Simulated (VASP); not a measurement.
A run of VASP 6.6.1 is set up as follows.

Contents of INCAR:

```
ALGO = Normal
EDIFF = 1E-6
ENCUT = 520
GGA = PE
ISIF = 2
ISMEAR = 0
LASPH = True
LCHARG = False
LREAL = False
LWAVE = False
NBANDS = 21
NELM = 60
PREC = Accurate
SIGMA = 0.1
```

The input KPOINTS:

```
k-points
0
Gamma
  21 21 12
```

The input POSCAR:

```
HfB
1.0
    3.3411796041      0.0000000000      0.0000000000
   -1.6705898020      2.8935464157      0.0000000000
    0.0000000000      0.0000000000      6.1498098990
Hf B
2 2
Direct
    0.0000000000      0.0000000000      0.0000000000
    0.0000000000      0.0000000000      0.5000000000
    0.3333333333      0.6666666667      0.2500000000
    0.6666666667      0.3333333333      0.7500000000
```

Potentials or basis: VASP PAW PBE potentials, release 64 (Hf_pv, B).

Run with:

```sh
$ cat potpaw_PBE.64/Hf_pv/POTCAR potpaw_PBE.64/B/POTCAR > POTCAR
$ mpirun -np 1 vasp_std > vasp.out
```

Problem. Estimate the pressure.

Solution. -0.2 GPa.

Problem. What does it give for the band gap on the k mesh?

Solution. Zero (bands 13 and 14 overlap by 3.53 eV).

Caveat: spin-orbit coupling is left out, which moves the levels of the heavy elements.
